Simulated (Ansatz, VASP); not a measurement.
Pb in VASP and in Ansatz

Contents of POSCAR:

```
Pb
1.0
    3.7584007458      0.0000000000      0.0000000000
   -1.8792003729      3.2548705235      0.0000000000
    0.0000000000      0.0000000000      5.5900000000
Pb
2
Direct
    0.3333333333      0.6666666667      0.2500000000
    0.6666666667      0.3333333333      0.7500000000
```

Contents of INCAR.step1:

```
SYSTEM = Pb
  ALGO = Normal
  EDIFF = 1E-4
  ENCUT = 520
  GGA = PE
  ISMEAR = 0
  LASPH = .TRUE.
  LCHARG = .FALSE.
  LREAL = .FALSE.
  LWAVE = .TRUE.
  NBANDS = 21
  NELM = 60
  PREC = Accurate
  SIGMA = 0.15
```

File INCAR.step2:

```
SYSTEM = Pb
  ALGO = Normal
  EDIFF = 1E-7
  ENCUT = 520
  ISIF = 2
  ISMEAR = 0
  ISTART = 1
  LASPH = .TRUE.
  LCHARG = .FALSE.
  LMIXTAU = .TRUE.
  LREAL = .FALSE.
  LWAVE = .FALSE.
  METAGGA = R2SCAN
  NBANDS = 21
  NELM = 60
  PREC = Accurate
  SIGMA = 0.15
```

Contents of KPOINTS:

```
k-points
0
G
  18 18 10
  0 0 0
```

Input for Ansatz:

```yaml
crystal:
  lattice:
    - [3.7584007458, 0.0, 0.0]
    - [-1.8792003729, 3.2548705235, 0.0]
    - [0.0, 0.0, 5.59]
  atoms:
    - { symbol: Pb, position: [0.3333333333, 0.6666666667, 0.25] }
    - { symbol: Pb, position: [0.6666666667, 0.3333333333, 0.75] }
basis:
  ecutwfc: 500
kpoints:
  mp_grid: { grid: [18, 18, 10] }
hamiltonian:
  xc: r2scan
scf:
  occupations: { method: gaussian, width: 0.15 }
output:
  forces: true
  stress: true
  eigenvalues: true
```

Change from the starting cell: strain +0.080 along x and y, +0.000 along z, atoms carried along.

Alike in both runs: task single point; functional r2SCAN; k mesh 18 × 18 × 10; occupations gaussian, width 0.15 eV; no spin polarisation.

```csv
,VASP,Ansatz
version,VASP 6.6.1,Ansatz 0.2.0
potentials or method,"VASP PAW PBE potentials, release 64 (Pb_d), cutoff 520 eV","scalar-relativistic, plane waves, PAW"
valence electrons in the cell,28,28
```

|  | VASP | Ansatz | Ansatz less VASP |
| --- | --- | --- | --- |
| gap on the k mesh at the Fermi level (eV) | none | none | - |
| pressure (GPa) | -3.1 | -3.1 | +0.02 |
| traceless stress, the component that is largest in VASP (GPa) | 1.37 | 1.36 | -0.013 |

VASP's potentials were made for PBE, not for r2SCAN. A gap of «none» marks a metal or a gap that the smearing closes. The functional is the same, so the differences come from potentials, cutoffs and numerics.

Spin-orbit coupling is off throughout.
